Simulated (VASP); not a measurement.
MoS2, 3 atoms in the cell. The structure is trigonal, space group P-3m1 (No. 164). The conventional cell has a = 3.227 Å, b = 3.227 Å, c = 6.312 Å, α = 90.00°, β = 90.00°, γ = 120.00°. Mo (site symmetry -3m) has 6 S at 2.42 Å and 6 Mo at 3.23 Å within 3.3 Å. S (site symmetry 3m) has 3 Mo at 2.42 Å and 6 S at 3.23 Å within 3.3 Å. 

- Program: VASP 6.6.1
- Task: single point
- Functional: PBEsol
- Potentials or basis: VASP PAW PBE potentials, release 64 (Mo_sv, S)
- Cutoff: 520 eV
- k mesh: 10 × 10 × 5
- Occupations: gaussian, width 0.05 eV
- Spin: no spin polarisation
- Dipole correction: no
- Further INCAR settings: ALGO = Normal; EDIFF = 1e-06; NBANDS = 20

Potentials or basis: VASP PAW PBE potentials, release 64 (Mo_sv, S).

Command:

```console
$ cat potpaw_PBE.64/Mo_sv/POTCAR potpaw_PBE.64/S/POTCAR > POTCAR
$ mpirun -np 1 vasp_std > vasp.out
```

Hardware: 1 thread of Intel Xeon 8259CL (shared host).

**Question.** How long does it take, and how much memory?

**Answer.** It took 69 s on 1 thread of Intel Xeon 8259CL, on a shared host, peak memory 0.21 GiB. Counts: scf iterations 14, k points 58.
